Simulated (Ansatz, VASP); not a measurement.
## CuI: VASP beside Ansatz

The input POSCAR:

```
CuI
1.0
    0.0000000000      3.0711034950      3.0711034950
    3.0711034950      0.0000000000      3.0711034950
    3.0711034950      3.0711034950      0.0000000000
Cu I
1 1
Direct
    0.0000000000      0.0000000000      0.0000000000
    0.2500000000      0.2500000000      0.2500000000
```

File INCAR.step1:

```
SYSTEM = CuI
ALGO = Normal
EDIFF = 1E-4
ENCUT = 520
GGA = PE
ISMEAR = 0
LASPH = .True.
LCHARG = .False.
LREAL = .False.
LWAVE = .True.
NBANDS = 16
NELM = 100
PREC = Accurate
SIGMA = 0.01
```

Contents of INCAR.step2:

```
SYSTEM = CuI
ALGO = Normal
EDIFF = 1E-6
ENCUT = 520
ISIF = 2
ISMEAR = 0
ISTART = 1
LASPH = .True.
LCHARG = .False.
LMIXTAU = .True.
LREAL = .False.
LWAVE = .False.
METAGGA = R2SCAN
NBANDS = 16
NELM = 100
PREC = Accurate
SIGMA = 0.01
```

KPOINTS

```
k-points
0
Gamma
  6 6 6
  0 0 0
```

Input for Ansatz:

```yaml
crystal:
  lattice:
    - [0.0, 3.071103495, 3.071103495]
    - [3.071103495, 0.0, 3.071103495]
    - [3.071103495, 3.071103495, 0.0]
  atoms:
    - { symbol: Cu, position: [0.0, 0.0, 0.0] }
    - { symbol: I, position: [0.25, 0.25, 0.25] }
kpoints:
  mp_grid: { grid: [6, 6, 6] }
hamiltonian:
  xc: r2scan
scf:
  occupations: { method: fixed }
  n_extra_bands: 4
output:
  forces: true
  stress: true
  eigenvalues: true
```

Alike in both runs: task single point; functional r2SCAN; k mesh 6 × 6 × 6; no spin polarisation.

|  | VASP | Ansatz |
| --- | --- | --- |
| version | VASP 6.6.1 | Ansatz 0.2.0 |
| potentials or method | VASP PAW PBE potentials, release 64 (Cu, I) | plane waves, PAW |
| plane-wave cutoff (eV) | 520 | 500 |
| occupations | gaussian, width 0.01 eV | fixed |
| valence electrons in the cell | 18 | 36 |

VASP gave:

```
gap on the k mesh at the Fermi level (eV) : 1.51
pressure (GPa)                            : -2.3
```

What did Ansatz give for the same quantities?

gap on the k mesh at the Fermi level (eV): 1.50; pressure (GPa): -2.2.

VASP's potentials were made for PBE, not for r2SCAN. VASP's potentials hold 18 valence electrons a cell and Ansatz's 36, so a difference there can come from the potentials and not from the codes.

Spin-orbit coupling is off throughout.
